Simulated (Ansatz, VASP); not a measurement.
# Two plane-wave programs on W

```
CELL_PARAMETERS angstrom
0.00000 1.93198 2.25462
1.93198 0.00000 2.25462
1.93198 1.93198 0.00000
ATOMIC_POSITIONS crystal
W 0.00000 0.00000 0.00000
```

Alike in both runs: task single point; functional PBEsol; k mesh 22 × 22 × 22; occupations gaussian, width 0.15 eV; no spin polarisation.

|  | VASP | Ansatz |
| --- | --- | --- |
| version | VASP 6.6.1 | Ansatz 0.2.0 |
| potentials or method | VASP PAW PBE potentials, release 64 (W_sv), cutoff 500 eV | scalar-relativistic, plane waves, PAW |
| valence electrons in the cell | 14 | 14 |

|  | VASP | Ansatz | Ansatz less VASP |
| --- | --- | --- | --- |
| gap on the k mesh at the Fermi level (eV) | none | none | - |
| pressure (GPa) | -13.4 | -13.7 | -0.35 |
| traceless stress, the component that is largest in VASP (GPa) | 3.28 | 3.35 | +0.068 |

VASP's potentials were made for PBE, not for PBEsol, and Ansatz warns of the same on its side. A gap of «none» marks a metal or a gap that the smearing closes.

Spin-orbit coupling is off throughout.
